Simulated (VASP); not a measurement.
MgO: single point with PBE

MgO:

```
Mg O
1.0
     2.93802    0.00000    0.00000
    -1.46901    2.54440    0.00000
     0.00000    0.00000    2.67968
Mg O
1 1
Direct
  0.00894 0.00303 0.00281
  0.34020 0.65774 0.50280
```

```json
{
 "Program": "VASP 6.6.1",
 "Task": "single point",
 "Functional": "PBE",
 "Potentials or basis": "VASP PAW PBE potentials, release 64 (Mg, O)",
 "Cutoff": "520 eV",
 "k mesh": "8 × 8 × 7",
 "Occupations": "gaussian, width 0.05 eV",
 "Spin": "no spin polarisation"
}
```

The pressure is -0.6 GPa, the largest force is 0.115 eV/Å and the band gap on the k mesh is 3.00 eV, indirect (least direct gap 3.40 eV).

Forces on the atoms (eV/Å):
```
Mg   0.035 -0.110  0.000
O   -0.035  0.110  0.000
```

Levels at points of the mesh, in eV from the valence-band top:
```tsv
k point	band 1	band 2	band 3	band 4	band 5	band 6	band 7	band 8
(0.00, 0.00, 0.00)	-17.43	-0.62	-0.58	-0.40	3.00	11.88	15.53	15.62
(0.50, 0.00, 0.00)	-16.39	-4.87	-1.31	-0.04	6.61	10.53	13.08	17.80
(0.00, 0.50, 0.00)	-16.39	-4.88	-1.29	-0.05	6.54	10.52	13.18	17.81
(0.50, 0.50, 0.00)	-16.40	-4.86	-1.32	-0.04	6.65	10.54	13.03	17.80
```

Run time: 8.7 s on 1 thread of Intel(R) Xeon(R) 6975P-C (Granite Rapids), with other jobs on the host, peak memory 0.15 GiB.

A k mesh can miss the band edges. A hybrid or GW would open this gap; PBE tends to underestimate it.
